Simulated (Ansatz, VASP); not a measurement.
# MoS2 in VASP and in Ansatz

```
CELL_PARAMETERS angstrom
3.16158 0.00000 0.00000
-1.58079 2.73801 0.00000
0.00000 0.00000 6.18361
ATOMIC_POSITIONS crystal
Mo 0.00000 0.00000 0.50000
S 0.66667 0.33333 0.74468
S 0.33333 0.66667 0.25532
```

Change from the starting cell: volume scaled by 0.94.

Alike in both runs: task single point; functional PBEsol; k mesh 9 × 9 × 4; occupations fermi-dirac, width 0.05 eV; no spin polarisation.

|  | VASP | Ansatz |
| --- | --- | --- |
| version | VASP 6.6.1 | Ansatz 0.2.0 |
| potentials or method | VASP PAW PBE potentials, release 64 (Mo_sv, S), cutoff 520 eV | all-electron LAPW, scalar-relativistic |

Ansatz gave:

- gap on the k mesh at the Fermi level (eV): none
- pressure (GPa): 5.6
- traceless stress, the component that is largest in VASP (GPa): 3.30
- rms of the force components (eV/Å): 0.512

Task: What did VASP give for the same quantities?

Result: gap on the k mesh at the Fermi level (eV): none; pressure (GPa): 5.5; traceless stress, the component that is largest in VASP (GPa): 3.34; rms of the force components (eV/Å): 0.514.

VASP's potentials were made for PBE, not for PBEsol. Atom by atom the forces differ by 0.002 eV/Å (rms over components). A gap of «none» marks a metal or a gap that the smearing closes. Ansatz ran all-electron here, and VASP with PAW potentials.
